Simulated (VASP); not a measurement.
# Ta2S3 (Pm-3m) in VASP: notebook, part 2 of 2

VASP 6.6.1. The steps go on from the part before.

## (4) Relaxation of cell and atoms, PBE, collinear spin, ferromagnetic start

Input file INCAR:

```
PREC = Accurate ; ENCUT = 600
EDIFF = 1E-7 ; ISMEAR = 0
SIGMA = 0.1 ; LREAL = False
LASPH = True ; NELM = 150
ALGO = Normal ; ISIF = 3
LWAVE = False ; LCHARG = False
ISPIN = 2 ; MAGMOM = 1 1 0 0 0
LORBIT = 11 ; LMAXMIX = 4
GGA = PE ; IBRION = 2
NSW = 90 ; EDIFFG = -0.04
```

Input file KPOINTS:

```
regular mesh
0
Gamma
  4 4 4
```

Input file POSCAR:

```
Ta2S3
1.0
    4.2427664700      0.0000000000      0.0000000000
    0.0000000000      4.2427664700      0.0000000000
    0.0000000000      0.0000000000      4.2427664700
Ta S
2 3
Direct
    0.5000000000      0.5000000000      0.5000000000
    0.0000000000      0.0000000000      0.0000000000
    0.5000000000      0.0000000000      0.0000000000
    0.0000000000      0.5000000000      0.0000000000
    0.0000000000      0.0000000000      0.5000000000
```

Potentials or basis: VASP PAW PBE potentials, release 64 (Ta_pv, S).

On the command line:

```sh
$ cat potpaw_PBE.64/Ta_pv/POTCAR potpaw_PBE.64/S/POTCAR > POTCAR
$ mpirun -np 1 vasp_std > vasp.out
```

OUTCAR:

```text
PREC = Accurate
   ENCUT = 600
   EDIFF = 1E-7
   ISMEAR = 0
   LREAL = False
   LASPH = True
   NELM = 150
   ISIF = 3
   ISPIN = 2
   LORBIT = 11
   GGA = PE
   IBRION = 2
   NSW = 90
   EDIFFG = -0.04

 ion  position               nearest neighbor table
   1  0.500  0.500  0.500-   3 3.00   4 3.00   5 3.00   3 3.00   4 3.00   3 3.00   5 3.00   3 3.00
                             4 3.00   5 3.00   4 3.00   5 3.00
   2  0.000  0.000  0.000-   3 2.12   4 2.12   5 2.12   5 2.12   4 2.12   3 2.12
   3  0.500  0.000  0.000-   2 2.12   2 2.12   1 3.00   1 3.00   1 3.00   1 3.00
   4  0.000  0.500  0.000-   2 2.12   2 2.12   1 3.00   1 3.00   1 3.00   1 3.00
   5  0.000  0.000  0.500-   2 2.12   2 2.12   1 3.00   1 3.00   1 3.00   1 3.00

  LATTYP: Found a simple cubic cell.
 ALAT       =     4.2427664700

  Lattice vectors:

 A1 = (   4.2427664700,   0.0000000000,   0.0000000000)
 A2 = (   0.0000000000,   4.2427664700,   0.0000000000)
 A3 = (   0.0000000000,   0.0000000000,   4.2427664700)

Analysis of symmetry for initial positions (statically):
=====================================================================
 Subroutine PRICEL returns:
 Original cell was already a primitive cell.

 Routine SETGRP: Setting up the symmetry group for a
 simple cubic supercell.

 Subroutine GETGRP returns: Found 48 space group operations
 (whereof 48 operations were pure point group operations)
 out of a pool of 48 trial point group operations.

The static configuration has the point symmetry O_h .

Analysis of symmetry for dynamics (positions and initial velocities):
[... 218 lines left out ...]
 spin component 1

 k-point     1 :       0.0000    0.0000    0.0000
  band No.  band energies     occupation
      1     -34.9617      1.00000
      2     -34.9617      1.00000
      3     -34.9617      1.00000
      4     -34.9026      1.00000
      5     -34.9026      1.00000
      6     -34.9026      1.00000
[... 674 lines left out ...]
 number of electron      40.0000010 magnetization      -0.0052022

 number of electron      40.0000010 magnetization       0.0029955

 Free energy of the ion-electron system (eV)
  ---------------------------------------------------
  ext. energy  EPLUGINS =         0.00000000
  ---------------------------------------------------
  free energy    TOTEN  =       -33.30640570 eV

  energy without entropy =      -33.24849767  energy(sigma->0) =      -33.27745169

 E-fermi :   5.5505     XC(G=0): -10.5101

 val. band max:        5.5290553434   @ k =   0.5000   0.2500   0.0000
 cond. band min:       5.5732009726   @ k =   0.2500   0.0000   0.0000
 fundamental gap:      0.0441456291
 Fermi energy:         5.5505437674

 spin component 1

 k-point     1 :       0.0000    0.0000    0.0000
  band No.  band energies     occupation
      1     -30.7040      1.00000
      2     -30.7040      1.00000
      3     -30.7040      1.00000
      4     -30.1629      1.00000
      5     -30.1629      1.00000
      6     -30.1629      1.00000
[... 584 lines left out ...]
  FREE ENERGIE OF THE ION-ELECTRON SYSTEM (eV)
  ---------------------------------------------------
  free  energy   TOTEN  =       -33.3064057032 eV

  energy  without entropy=      -33.2484976750  energy(sigma->0) =      -33.27745169

 reached required accuracy - stopping structural energy minimisation

 total charge

# of ion       s       p       d       tot
------------------------------------------
    1        0.332   5.965   2.030   8.327
    2        0.325   6.254   2.382   8.960
    3        1.351   2.383   0.000   3.734
    4        1.351   2.383   0.000   3.734
    5        1.351   2.383   0.000   3.734
--------------------------------------------------
tot          4.709  19.367   4.412  28.488

 magnetization (x)

# of ion       s       p       d       tot
------------------------------------------
    1        0.000   0.000  -0.000   0.000
    2        0.000   0.000   0.001   0.001
    3        0.000   0.000   0.000   0.000
    4        0.000   0.000   0.000   0.000
    5        0.000   0.000   0.000   0.000
--------------------------------------------------
tot          0.000   0.000   0.001   0.002
```

OSZICAR:

```text
N       E                     dE             d eps       ncg     rms          rms(c)
DAV:   1     0.365050261461E+03    0.36505E+03   -0.23150E+04  1008   0.175E+03
DAV:   2    -0.118036028397E+02   -0.37685E+03   -0.37087E+03  1187   0.431E+02
[... 98 lines left out ...]
DAV:   6    -0.333064374266E+02   -0.96403E-04   -0.26172E-04  1306   0.817E-02    0.397E-02
DAV:   7    -0.333064842202E+02   -0.46794E-04   -0.60602E-05  1261   0.301E-02    0.575E-02
DAV:   8    -0.333064113106E+02    0.72910E-04   -0.82254E-05  1409   0.263E-02    0.251E-02
DAV:   9    -0.333064066473E+02    0.46633E-05   -0.15283E-05  1341   0.134E-02    0.121E-02
DAV:  10    -0.333064063683E+02    0.27899E-06   -0.25353E-06  1329   0.607E-03    0.286E-03
DAV:  11    -0.333064057884E+02    0.57995E-06   -0.60243E-07  1114   0.292E-03    0.147E-03
DAV:  12    -0.333064057032E+02    0.85193E-07   -0.50217E-08   533   0.122E-03
   5 F= -.33306406E+02 E0= -.33277452E+02  d E =-.404692E+01  mag=     0.0032
```

CONTCAR:

```text
Ta2S3
   1.00000000000000
     4.7003504480063727    0.0000000000000000    0.0000000000000000
     0.0000000000000000    4.7003504480063727    0.0000000000000000
    -0.0000000000000000    0.0000000000000000    4.7003504480063727
  Ta              S
     2     3
Direct
     0.5000000000000000    0.5000000000000000    0.5000000000000000
     0.0000000000000000    0.0000000000000000    0.0000000000000000
     0.5000000000000000    0.0000000000000000    0.0000000000000000
     0.0000000000000000    0.5000000000000000    0.0000000000000000
     0.0000000000000000    0.0000000000000000    0.5000000000000000

  0.00000000E+00  0.00000000E+00  0.00000000E+00
  0.00000000E+00  0.00000000E+00  0.00000000E+00
  0.00000000E+00  0.00000000E+00  0.00000000E+00
  0.00000000E+00  0.00000000E+00  0.00000000E+00
  0.00000000E+00  0.00000000E+00  0.00000000E+00
```

It took 4.4 min on 1 thread of Intel Xeon Platinum 8488C (Sapphire Rapids), shared host; peak memory 0.26 GiB.

Results:

```
Free energy                                           : -33.3064 eV
Relaxed volume                                        : 20.77 Å³/atom
Relaxed cell                                          : a = 4.700 Å, b = 4.700 Å, c = 4.700 Å, α = 90.00°, β = 90.00°, γ = 90.00°
Space group after relaxing (to 0.05 Å)                : Pm-3m (No. 221)
Energy gained by relaxing                             : 809.4 meV/atom
Ionic steps                                           : 5
Pressure after relaxing                               : 0.0 GPa
Band gap on the k mesh                                : zero (filled and empty bands overlap)
Net moment                                            : 0.00 μB per cell
Valence electrons inside the program's atomic spheres : Ta 8.33, 8.96; S 3.73
```

Step by step:
```csv
step,energy change (eV),largest force (eV/Å),pressure (GPa),volume (Å³)
1,0.0000,0.0000,61.85,76.37
2,0.6605,0.0000,-16.93,161.85
3,-4.0219,0.0000,-2.70,106.75
4,-4.0441,0.0000,-0.94,104.82
5,-4.0469,0.0000,0.01,103.85
```

Final structure:
```yaml
crystal:
  lattice:
    - [4.70035, 0.00000, 0.00000]
    - [0.00000, 4.70035, 0.00000]
    - [0.00000, 0.00000, 4.70035]
  atoms:
    - { symbol: Ta, position: [0.50000, 0.50000, 0.50000] }
    - { symbol: Ta, position: [0.00000, 0.00000, 0.00000] }
    - { symbol: S, position: [0.50000, 0.00000, 0.00000] }
    - { symbol: S, position: [0.00000, 0.50000, 0.00000] }
    - { symbol: S, position: [0.00000, 0.00000, 0.50000] }
```

Caveat: the k points lie up to 0.33 Å⁻¹ apart in the final cell; the volume moved by over 15 % at a fixed basis, so the end points are rough; spin-orbit coupling is left out, which moves the levels of the heavy elements.

## (5) Single point, PBE, collinear spin, ferromagnetic start

This run uses another cell than the first one, of 21.14 Å³/atom, 1.384 times its volume.

Input file INCAR:

```
PREC = Accurate
ENCUT = 520
EDIFF = 1E-7
ISMEAR = 0
SIGMA = 0.1
LREAL = F
LASPH = T
NELM = 150
ALGO = Normal
ISIF = 2
LWAVE = F
LCHARG = F
ISPIN = 2
MAGMOM = 1.47 1.47 0 0 0
LORBIT = 11
LMAXMIX = 4
GGA = PE
NBANDS = 32
```

Input file KPOINTS:

```
regular mesh
0
Gamma
  8 8 8
```

Changes to POSCAR since step 4:

```diff
@@ -2,5 +2,5 @@
 1.0
-    4.2427664700      0.0000000000      0.0000000000
-    0.0000000000      4.2427664700      0.0000000000
-    0.0000000000      0.0000000000      4.2427664700
+    4.7283228443      0.0000000000      0.0000000000
+    0.0000000000      4.7283228443      0.0000000000
+    0.0000000000      0.0000000000      4.7283228443
 Ta S
```

Potentials or basis: VASP PAW PBE potentials, release 64 (Ta_pv, S).

On the command line:

```sh
$ cat potpaw_PBE.64/Ta_pv/POTCAR potpaw_PBE.64/S/POTCAR > POTCAR
$ mpirun -np 1 vasp_std > vasp.out
```

OUTCAR:

```text
PREC = Accurate
   ENCUT = 520
   EDIFF = 1E-7
   ISMEAR = 0
   LREAL = F
   LASPH = T
   NELM = 150
   ISIF = 2
   ISPIN = 2
   LORBIT = 11
   GGA = PE

 ion  position               nearest neighbor table
   1  0.500  0.500  0.500-
   2  0.000  0.000  0.000-   3 2.36   4 2.36   5 2.36   5 2.36   4 2.36   3 2.36
   3  0.500  0.000  0.000-   2 2.36   2 2.36
   4  0.000  0.500  0.000-   2 2.36   2 2.36
   5  0.000  0.000  0.500-   2 2.36   2 2.36

  LATTYP: Found a simple cubic cell.
 ALAT       =     4.7283228443

  Lattice vectors:

 A1 = (   4.7283228443,   0.0000000000,   0.0000000000)
 A2 = (   0.0000000000,   4.7283228443,   0.0000000000)
 A3 = (   0.0000000000,   0.0000000000,   4.7283228443)

Analysis of symmetry for initial positions (statically):
=====================================================================
 Subroutine PRICEL returns:
 Original cell was already a primitive cell.

 Routine SETGRP: Setting up the symmetry group for a
 simple cubic supercell.

[... 1887 lines left out ...]
  -------------------------------------------------------------------------------------
  Total        0.0313153      0.0313153      0.0313153     -0.0000000     -0.0000000     -0.0000000
  in kB        0.4746191      0.4746191      0.4746191     -0.0000000     -0.0000000     -0.0000000
  external PRESSURE =       0.4746191 kB  Pullay stress =       0.0000000 kB

 VOLUME and BASIS-vectors are now :
 -----------------------------------------------------------------------------
  energy-cutoff  :      520.00
  volume of cell :      105.71
      direct lattice vectors                 reciprocal lattice vectors
     4.728322844  0.000000000  0.000000000     0.211491481  0.000000000  0.000000000
     0.000000000  4.728322844  0.000000000     0.000000000  0.211491481  0.000000000
     0.000000000  0.000000000  4.728322844     0.000000000  0.000000000  0.211491481

 POSITION                                       TOTAL-FORCE (eV/Angst)
 -----------------------------------------------------------------------------------
      2.36416      2.36416      2.36416         0.000000      0.000000      0.000000
      0.00000      0.00000      0.00000         0.000000      0.000000      0.000000
      2.36416      0.00000      0.00000         0.000000      0.000000      0.000000
      0.00000      2.36416      0.00000         0.000000      0.000000      0.000000
      0.00000      0.00000      2.36416         0.000000      0.000000      0.000000
 -----------------------------------------------------------------------------------
    total drift:                                0.000000      0.000000      0.000000

  FREE ENERGIE OF THE ION-ELECTRON SYSTEM (eV)
  ---------------------------------------------------
  free  energy   TOTEN  =       -33.8819499872 eV

  energy  without entropy=      -33.8611608064  energy(sigma->0) =      -33.87155540

 total charge

# of ion       s       p       d       tot
------------------------------------------
    1        0.252   5.962   2.181   8.395
    2        0.320   6.239   2.361   8.921
    3        1.347   2.396   0.000   3.742
    4        1.347   2.396   0.000   3.742
    5        1.347   2.396   0.000   3.742
--------------------------------------------------
tot          4.613  19.388   4.542  28.543

 magnetization (x)

# of ion       s       p       d       tot
------------------------------------------
    1        0.155   0.013   1.861   2.029
    2        0.010   0.003   0.150   0.162
    3        0.006  -0.063   0.000  -0.057
    4        0.006  -0.063   0.000  -0.057
    5        0.006  -0.063   0.000  -0.057
--------------------------------------------------
tot          0.182  -0.174   2.011   2.020
```

stdout:

```text
POSCAR found type information on POSCAR TaS
 POSCAR found :  2 types and       5 ions
 scaLAPACK will be used
 LDA part: xc-table for (Slater+PW92), standard interpolation
 POSCAR, INCAR and KPOINTS ok, starting setup
 FFT: planning ... GRIDC
 FFT: planning ... GRID_SOFT
 FFT: planning ... GRID
 WAVECAR not read
 entering main loop
```

It took 3.3 min on 1 thread of Intel Xeon Platinum 8488C (Sapphire Rapids), shared host; peak memory 0.35 GiB.

What came out:

| Item | Value |
| --- | --- |
| Free energy | -33.8819 eV |
| Pressure | 0.0 GPa |
| Net moment | 3.10 μB per cell |
| Site moments | Ta +2.03, +0.16; S -0.06 μB |
| Valence electrons inside the program's atomic spheres | Ta 8.39, 8.92; S 3.74 |

Levels at points of the mesh, in eV from the Fermi level:
Spin up:
| k point | band 17 | band 18 | band 19 | band 20 | band 21 | band 22 | band 23 | band 24 | band 25 | band 26 |
| --- | --- | --- | --- | --- | --- | --- | --- | --- | --- | --- |
| (0.00, 0.00, 0.00) | -1.80 | -1.80 | -1.80 | -1.65 | -1.65 | -1.65 | -1.26 | -1.26 | 0.03 | 0.03 |
| (0.50, 0.00, 0.00) | -2.14 | -2.14 | -1.26 | -0.68 | -0.49 | 0.59 | 0.89 | 0.89 | 1.64 | 1.70 |
| (0.50, 0.50, 0.00) | -3.55 | -1.51 | -0.75 | -0.34 | 0.30 | 0.32 | 0.32 | 0.55 | 2.16 | 2.16 |
| (0.50, 0.50, 0.50) | -0.91 | -0.91 | -0.91 | -0.45 | -0.45 | -0.45 | -0.31 | -0.31 | 2.17 | 2.17 |
Spin down:
| k point | band 16 | band 17 | band 18 | band 19 | band 20 | band 21 |
| --- | --- | --- | --- | --- | --- | --- |
| (0.00, 0.00, 0.00) | -1.63 | -1.63 | -1.63 | -1.39 | -1.39 | -1.39 |
| (0.50, 0.00, 0.00) | -3.41 | -2.03 | -2.03 | -1.12 | 0.98 | 1.48 |
| (0.50, 0.50, 0.00) | -3.47 | -3.47 | -1.22 | 1.13 | 1.22 | 1.46 |
| (0.50, 0.50, 0.50) | -1.00 | -1.00 | -1.00 | -0.40 | 1.16 | 1.16 |

Caveat: spin-orbit coupling is left out, which moves the levels of the heavy elements.

## (6) Summary

```tsv
task	cell	k mesh	cutoff (eV)	gap on the mesh (eV)	pressure (GPa)	moment (μB)
single point	a = 4.243 Å, 5 atoms	4 × 4 × 4	520	none	61.8	0.00
single point	a = 4.736 Å, 5 atoms	4 × 4 × 4	520	none	-2.2	0.08
relaxation of cell and atoms	relaxed from a = 4.243 Å, 5 atoms	4 × 4 × 4	600	none	0.0	0.00
single point	a = 4.728 Å, 5 atoms	8 × 8 × 8	520	none	0.0	3.10
```

Alike in all rows: level PBE; potentials or basis VASP PAW PBE potentials, release 64 (Ta_pv, S); spin collinear, ferromagnetic start; smearing gaussian 0.1 eV.

Caveats: some runs use coarse meshes; spin-orbit coupling is left out, which moves the levels of the heavy elements; the volume moved by over 15 % at a fixed basis, so the end points are rough (some runs).

Absolute energies hang on the potentials; compare differences alone.
